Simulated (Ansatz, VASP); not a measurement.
# Ni in VASP and in Ansatz

```
Ni
1.0
     2.39847    0.00000    0.00000
    -1.19924    2.07714    0.00000
     0.00000    0.00000    3.99037
Ni
2
Direct
  0.33333 0.66667 0.25000
  0.66667 0.33333 0.75000
```

Change from the starting cell: volume scaled by 0.9405, crystal datasets.

Alike in both runs: task electric field gradients; functional LDA; k mesh 15 × 15 × 8; occupations fermi-dirac, width 0.08 eV; collinear spin.

|  | VASP | Ansatz |
| --- | --- | --- |
| version | VASP 6.6.1 | Ansatz 0.2.0 |
| potentials or method | VASP PAW LDA potentials, release 64 (Ni), cutoff 520 eV | all-electron PAW with datasets made for the crystal, scalar-relativistic |

Ansatz gave:

```
pressure (GPa)                                                : 3.5
traceless stress, the component that is largest in VASP (GPa) : -2.88
net moment per atom (μB)                                      : 0.61
size of the moment on the site where the two differ most (μB) : 0.63
size of Vzz on the site where it differs most (V/Å²)          : 3.5
```

Task: Estimate VASP's values.

Result: Pressure (GPa): 3.3; traceless stress, the component that is largest in VASP (GPa): -2.91; net moment per atom (μB): 0.59; size of the moment on the site where the two differ most (μB): 0.58; size of Vzz on the site where it differs most (V/Å²): 2.0.

LDA's correlation is that of Perdew and Zunger in VASP and of Perdew and Wang (1992) in Ansatz. Site moments also hang on the region over which each program counts them. Ansatz ran all-electron here, and VASP with PAW potentials.
